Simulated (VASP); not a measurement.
# Au (Fm-3m) in VASP: notebook

The runs below take Au through single point, with PBEsol.

Program: VASP 6.6.1. These are calculated values, not measurements. Logs are shortened: lines on timing, memory, paths and dates and some standing lists are left out, and cuts for length are marked.

### 1 The cell of the first run

Symmetry: Fm-3m, No. 225, cubic system. The conventional cell has a = 4.081 Å, b = 4.081 Å, c = 4.081 Å, α = 90.00°, β = 90.00°, γ = 90.00°. Within 3.8 Å of Au (site symmetry m-3m) lie 12 Au at 2.89 Å.

### 2 Single point, PBEsol

Contents of INCAR:

```
PREC     = Accurate       # precision mode
ENCUT    = 520            # plane-wave cutoff, eV
EDIFF    = 1E-6           # SCF threshold, eV
ISMEAR   = -1             # smearing method
SIGMA    = 0.1            # smearing width, eV
LREAL    = F              # projectors in reciprocal space
LASPH    = T              # aspherical terms in the spheres
NELM     = 100            # most SCF steps
ALGO     = Normal         # electronic algorithm
ISIF     = 2              # what is computed and relaxed
LWAVE    = F              # write WAVECAR
LCHARG   = F              # write CHGCAR
GGA      = PS             # functional
NBANDS   = 12             # bands
```

Contents of KPOINTS:

```
Automatic mesh
0
Gamma
  22 22 22
```

Contents of POSCAR:

```
Au
1.0
    0.0000000000      2.0406314512      2.0406314512
    2.0406314512      0.0000000000      2.0406314512
    2.0406314512      2.0406314512      0.0000000000
Au
1
Direct
    0.0000000000      0.0000000000      0.0000000000
```

Potentials or basis: VASP PAW PBE potentials, release 64 (Au).

Started as:

```sh
> cat potpaw_PBE.64/Au/POTCAR > POTCAR
> mpirun -np 1 vasp_std > vasp.out
```

OUTCAR:

```text
PREC = Accurate
   ENCUT = 520
   EDIFF = 1E-6
   ISMEAR = -1
   LREAL = F
   LASPH = T
   NELM = 100
   ISIF = 2
   GGA = PS

 ion  position               nearest neighbor table
   1  0.000  0.000  0.000-

  LATTYP: Found a face centered cubic cell.
 ALAT       =     4.0812629024

  Lattice vectors:

 A1 = (   0.0000000000,   2.0406314512,   2.0406314512)
 A2 = (   2.0406314512,   0.0000000000,   2.0406314512)
 A3 = (   2.0406314512,   2.0406314512,   0.0000000000)

Analysis of symmetry for initial positions (statically):
=====================================================================
 Subroutine PRICEL returns:
 Original cell was already a primitive cell.

 Routine SETGRP: Setting up the symmetry group for a
 face centered cubic supercell.

 Subroutine GETGRP returns: Found 48 space group operations
 (whereof 48 operations were pure point group operations)
 out of a pool of 48 trial point group operations.

The static configuration has the point symmetry O_h .

Analysis of symmetry for dynamics (positions and initial velocities):
=====================================================================
 Subroutine PRICEL returns:
 Original cell was already a primitive cell.

 Routine SETGRP: Setting up the symmetry group for a
 face centered cubic supercell.

 Subroutine GETGRP returns: Found 48 space group operations
 (whereof 48 operations were pure point group operations)
 out of a pool of 48 trial point group operations.

The dynamic configuration has the point symmetry O_h .

 Subroutine INISYM returns: Found 48 space group operations
 (whereof 48 operations are pure point group operations),
 and found     1 'primitive' translations

----------------------------------------------------------------------------------------

                                     Primitive cell

  volume of cell :      16.9951

  direct lattice vectors                    reciprocal lattice vectors
     0.000000000  2.040631451  2.040631451    -0.245022196  0.245022196  0.245022196
     2.040631451  0.000000000  2.040631451     0.245022196 -0.245022196  0.245022196
     2.040631451  2.040631451  0.000000000     0.245022196  0.245022196 -0.245022196

  length of vectors
     2.885888674  2.885888674  2.885888674     0.424390893  0.424390893  0.424390893

  position of ions in fractional coordinates (direct lattice)
     0.000000000  0.000000000  0.000000000

  ion indices of the primitive-cell ions
   primitive index   ion index
                 1           1

----------------------------------------------------------------------------------------

 KPOINTS: Automatic mesh

Automatic generation of k-mesh.
 Grid dimensions read from file:
 generate k-points for:   22   22   22

 Generating k-lattice:

  Cartesian coordinates                     Fractional coordinates (reciprocal lattice)
    -0.011137373  0.011137373  0.011137373     0.045454545  0.000000000  0.000000000
     0.011137373 -0.011137373  0.011137373     0.000000000  0.045454545  0.000000000
     0.011137373  0.011137373 -0.011137373     0.000000000  0.000000000  0.045454545

  Length of vectors
     0.019290495  0.019290495  0.019290495

  Shift w.r.t. Gamma in fractional coordinates (k-lattice)
     0.000000000  0.000000000  0.000000000

 Subroutine IBZKPT returns following result:
 ===========================================

 Found    328 irreducible k-points:

 Following reciprocal coordinates:
            Coordinates               Weight
  0.000000  0.000000  0.000000      1.000000
  0.045455  0.000000  0.000000      8.000000
  0.090909  0.000000  0.000000      8.000000
  0.136364  0.000000  0.000000      8.000000
  0.181818  0.000000  0.000000      8.000000
  0.227273  0.000000  0.000000      8.000000
[... 16 lines left out ...]
  0.500000  0.045455  0.000000     24.000000
 -0.454545  0.045455  0.000000     24.000000
 [... further k-points ...]
   k-points           NKPTS =    328   k-points in BZ     NKDIM =    328   number of bands    NBANDS=     12
   number of dos      NEDOS =    301   number of ions     NIONS =      1
   total plane-waves  NPLWV =  13824
   dimension x,y,z NGX =    24 NGY =   24 NGZ =   24
   dimension x,y,z NGXF=    48 NGYF=   48 NGZF=   48
   ions per type =               1
   NGX,Y,Z   is equivalent  to a cutoff of  13.83, 13.83, 13.83 a.u.
   NGXF,Y,Z  is equivalent  to a cutoff of  27.65, 27.65, 27.65 a.u.
 SYSTEM =  unknown system
   PREC   = accura    normal or accurate (medium, high low for compatibility)
   ISTART =      0    job   : 0-new  1-cont  2-samecut
   ICHARG =      2    charge: 1-file 2-atom 10-const
   ISPIN  =      1    spin polarized calculation?
   LNONCOLLINEAR =      F non collinear calculations
   LSORBIT =      F    spin-orbit coupling
   LASPH  =      T    aspherical Exc in radial PAW
   ENCUT  =  520.0 eV  38.22 Ry    6.18 a.u.   5.37  5.37  5.37*2*pi/ulx,y,z
   NELM   =    100;   NELMIN=  2; NELMDL= -5     # of ELM steps
   EDIFF  = 0.1E-05   stopping-criterion for ELM
   LREAL  =      F    real-space projection
   EDIFFG = 0.1E-04   stopping-criterion for IOM
   NSW    =      0    number of steps for IOM
   IBRION =     -1    ionic relax: 0-MD 1-quasi-New 2-CG
   NFREE  =      0    steps in history (QN), initial steepest desc. (CG)
   ISIF   =      2    stress and relaxation
   ISYM   =      2    0-nonsym 1-usesym 2-fastsym
   POTIM  = 0.5000    time-step for ionic-motion
   TEBEG  =    0.0;   TEEND  =   0.0 temperature during run
   PSTRESS=    0.0 pullay stress
   NELECT =      11.0000    total number of electrons
   NUPDOWN=      -1.0000    fix difference up-down
   EMIN   =  10.00;   EMAX   =-10.00  energy-range for DOS
   EFERMI =   0.00;   METHOD = LEGACY
   ISMEAR =    -1;   SIGMA  =   0.10  broadening in eV -4-tet -1-fermi 0-gaus
   EFERMI_NEDOS =   21; number of points for ismear=-14 and -15
   IALGO  =     38    algorithm
   IMIX   =      4    mixing-type and parameters
     AMIX     =   0.40;   BMIX     =  1.00
     AMIX_MAG =   1.60;   BMIX_MAG =  1.00
  volume/ion in A,a.u.               =      17.00       114.69
  Fermi-wavevector in a.u.,A,eV,Ry     =   1.416113  2.676065 27.284786  2.005375
  Thomas-Fermi vector in A             =   2.537481
   LORBIT       =      0    0 simple, 1 ext, 2 COOP (PROOUT), +10 PAW based schemes
   GGA     = PS    functional components
   LHFCALC =     F    Hartree Fock is set to
   AEXX    =    0.0000 exact exchange contribution
   IVDW    =     0    specifies the selected vdW correction
   LEPSILON=     F    determine dielectric tensor
   LRPA    =     F    only Hartree local field effects (RPA)
 non-spin polarized calculation
  energy-cutoff  :      520.00
  volume of cell :       17.00
 maximum number of plane-waves:       473
 NGX is ok and might be reduce to    24
   NGX = 11   NGY = 11   NGZ = 11

 number of electron      11.0000000 magnetization

 Free energy of the ion-electron system (eV)
  ---------------------------------------------------
  ext. energy  EPLUGINS =         0.00000000
  ---------------------------------------------------
  free energy    TOTEN  =        -3.92890546 eV

  energy without entropy =       -3.91981570  energy(sigma->0) =       -3.92436058

 E-fermi :   9.3165     XC(G=0): -12.9012

 val. band max:        9.2864326137   @ k =   0.5000   0.2273   0.0909
 cond. band min:       9.3780727308   @ k =   0.5000   0.3636   0.1364
 fundamental gap:      0.0916401171
 Fermi energy:         9.3164615800

 k-point     1 :       0.0000    0.0000    0.0000
  band No.  band energies     occupation
      1      -0.6261      2.00000
      2       4.6291      2.00000
      3       4.6291      2.00000
      4       4.6291      2.00000
      5       6.1663      2.00000
      6       6.1663      2.00000
      7      23.8204      0.00000
      8      27.8305      0.00000
      9      27.8305      0.00000
     10      27.8305      0.00000
     11      32.7061      0.00000
     12      37.3990      0.00000

 k-point     2 :       0.0455    0.0000    0.0000
  band No.  band energies     occupation
      1      -0.5535      2.00000
      2       4.6045      2.00000
      3       4.6546      2.00000
      4       4.6546      2.00000
      5       6.1543      2.00000
      6       6.1543      2.00000
      7      23.9086      0.00000
      8      27.3295      0.00000
      9      27.9178      0.00000
     10      27.9178      0.00000
     11      33.1585      0.00000
     12      36.3471      0.00000

 k-point     3 :       0.0909    0.0000    0.0000
  band No.  band energies     occupation
      1      -0.3394      2.00000
      2       4.5380      2.00000
      3       4.7248      2.00000
      4       4.7248      2.00000
      5       6.1256      2.00000
      6       6.1256      2.00000
      7      24.1389      0.00000
      8      26.2008      0.00000
      9      28.1701      0.00000
     10      28.1701      0.00000
     11      33.5075      0.00000
     12      35.5908      0.00000
[... 286 lines left out ...]
 k-point    23 :       0.5000    0.0455    0.0000
  band No.  band energies     occupation
      1       2.0190      2.00000
      2       4.5580      2.00000
      3       4.6383      2.00000
      4       6.9617      2.00000
      5       7.3787      2.00000
      6       8.6718      1.99683
      7      12.4598      0.00000
      8      23.3329      0.00000
      9      26.1900      0.00000
     10      26.2797      0.00000
     11      34.2349      0.00000
     12      34.3432      0.00000

 k-point    24 :      -0.4545    0.0455    0.0000
  band No.  band energies     occupation
      1       2.0193      2.00000
      2       4.5692      2.00000
      3       4.6381      2.00000
      4       6.9574      2.00000
      5       7.3090      2.00000
      6       8.5325      1.99921
      7      12.6809      0.00000
      8      23.3539      0.00000
      9      26.0501      0.00000
     10      26.5250      0.00000
     11      34.1573      0.00000
     12      34.2766      0.00000

 [... further k-points ...]
[... 5 lines left out ...]
  --------------------------------------------------------------------------------------
  -------------------------------------------------------------------------------------
  Total       -0.0073638     -0.0073638     -0.0073638      0.0000000      0.0000000      0.0000000
  in kB       -0.6942058     -0.6942058     -0.6942058      0.0000000      0.0000000      0.0000000
  external PRESSURE =      -0.6942058 kB  Pullay stress =       0.0000000 kB

 VOLUME and BASIS-vectors are now :
 -----------------------------------------------------------------------------
  energy-cutoff  :      520.00
  volume of cell :       17.00
      direct lattice vectors                 reciprocal lattice vectors
     0.000000000  2.040631451  2.040631451    -0.245022196  0.245022196  0.245022196
     2.040631451  0.000000000  2.040631451     0.245022196 -0.245022196  0.245022196
     2.040631451  2.040631451  0.000000000     0.245022196  0.245022196 -0.245022196

 POSITION                                       TOTAL-FORCE (eV/Angst)
 -----------------------------------------------------------------------------------
      0.00000      0.00000      0.00000         0.000000      0.000000      0.000000
 -----------------------------------------------------------------------------------
    total drift:                               -0.000000      0.000000      0.000000

  FREE ENERGIE OF THE ION-ELECTRON SYSTEM (eV)
  ---------------------------------------------------
  free  energy   TOTEN  =        -3.9289054553 eV

  energy  without entropy=       -3.9198157044  energy(sigma->0) =       -3.92436058
```

It took 33 s on 1 thread of Intel Xeon 6975P-C (Granite Rapids), shared host; peak memory 0.19 GiB.

Results:

```
Free energy : -3.9289 eV
Pressure    : -0.1 GPa
```

Levels at points of the mesh, in eV from the Fermi level:
| k point | band 3 | band 4 | band 5 | band 6 | band 7 | band 8 | band 9 | band 10 |
| --- | --- | --- | --- | --- | --- | --- | --- | --- |
| (0.00, 0.00, 0.00) | -4.69 | -4.69 | -3.15 | -3.15 | 14.50 | 18.51 | 18.51 | 18.51 |
| (0.50, 0.00, 0.00) | -4.72 | -1.94 | -1.94 | -1.03 | 3.07 | 13.94 | 17.12 | 17.12 |
| (0.50, 0.50, 0.00) | -1.98 | -1.62 | -1.62 | 0.95 | 5.77 | 9.97 | 9.97 | 17.20 |

Caveat: the PAW data sets were made with another functional, which shifts forces and pressure a little; spin-orbit coupling is left out, which moves the levels of the heavy elements.

### 3 Single point, PBEsol (volume scaled by 1.04)

Contents of INCAR:

```
SYSTEM = Au
  PREC = Accurate
  ENCUT = 520
  EDIFF = 1E-6
  ISMEAR = -1
  SIGMA = 0.1
  LREAL = .FALSE.
  LASPH = .TRUE.
  NELM = 100
  ALGO = Normal
  ISIF = 2
  LWAVE = .FALSE.
  LCHARG = .TRUE.
  GGA = PS
  LELF = .TRUE.
  LVHAR = .TRUE.
  NBANDS = 12
```

Contents of KPOINTS:

```
regular mesh
0
G
  22 22 22
  0 0 0
```

Contents of POSCAR:

```
Au
1.0
    0.0000000000      2.0674849445      2.0674849445
    2.0674849445      0.0000000000      2.0674849445
    2.0674849445      2.0674849445      0.0000000000
Au
1
Direct
    0.0000000000      0.0000000000      0.0000000000
```

Potentials or basis: VASP PAW PBE potentials, release 64 (Au).

Started as:

```sh
> cat potpaw_PBE.64/Au/POTCAR > POTCAR
> mpirun -np 1 vasp_std > vasp.out
```

Wall time 41 s (1 thread of Intel Xeon 6975P-C (Granite Rapids), shared host); peak memory 0.19 GiB.

The run converged. Its results:

- Free energy: -3.9156 eV
- Pressure: -6.2 GPa

Levels at points of the mesh, in eV from the Fermi level:
```
           k point  band 4  band 5  band 6  band 7  band 8  band 9
(0.00, 0.00, 0.00)   -4.47   -3.04   -3.04   14.56   18.34   18.34
(0.50, 0.00, 0.00)   -1.91   -1.91   -0.84    2.87   13.99   16.83
(0.50, 0.50, 0.00)   -1.61   -1.61    1.07    5.47    9.86    9.86
```

Caveat: the PAW data sets were made with another functional, which shifts forces and pressure a little; spin-orbit coupling is left out, which moves the levels of the heavy elements.
